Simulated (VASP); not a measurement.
**Cd3HgTe4: single point with PBE**

Crystal: Cd3HgTe4.

```
Cd Te Hg
1.0
     6.56087    0.00000    0.00000
     0.00000    6.56087    0.00000
     0.00000    0.00000    6.56087
Cd Te Hg
3 4 1
Direct
  0.50000 0.00000 0.00000
  0.00000 0.50000 0.00000
  0.00000 0.00000 0.50000
  0.75098 0.24902 0.24902
  0.24902 0.75098 0.24902
  0.24902 0.24902 0.75098
  0.75098 0.75098 0.75098
  0.50000 0.50000 0.50000
```

This cell differs from its parent crystal: volume changed by -3%.

```yaml
Program: VASP 6.6.1
Task: single point
Functional: PBE
Potentials_or_basis: VASP PAW PBE potentials, release 64 (Cd, Te, Hg)
Cutoff: 520 eV
k_mesh: 4 × 4 × 4
Occupations: gaussian, width 0.01 eV
Spin: no spin polarisation
Dipole_correction: no
Further_INCAR_settings: ALGO = Normal; EDIFF = 1e-06; NBANDS = 46
```

| Item | Value |
| --- | --- |
| Pressure | 1.2 GPa |
| Largest force | 0.006 eV/Å |
| Band gap on the k mesh | 0.26 eV, direct |

Forces on the atoms (eV/Å):
```
Cd   0.000  0.000  0.000
Cd   0.000  0.000  0.000
Cd   0.000  0.000  0.000
Te  -0.004  0.004  0.004
Te   0.004 -0.004  0.004
Te   0.004  0.004 -0.004
Te  -0.004 -0.004 -0.004
Hg   0.000  0.000  0.000
```

Levels at points of the mesh, in eV from the valence-band top:
```
           k point  band 34  band 35  band 36  band 37  band 38  band 39
(0.00, 0.00, 0.00)     0.00     0.00     0.00     0.26     2.10     2.67
(0.50, 0.00, 0.00)    -1.12    -1.00    -1.00     2.33     2.78     3.27
(0.50, 0.50, 0.00)    -0.79    -0.74    -0.74     2.29     2.96     2.96
(0.50, 0.50, 0.50)    -0.67    -0.67    -0.67     0.91     1.72     1.72
```

Run time: 89 s on 1 thread of Intel(R) Xeon(R) Platinum 8559C (Emerald Rapids), with other jobs on the host, peak memory 0.41 GiB.

Caveat: spin-orbit coupling is left out, which moves the levels of the heavy elements.
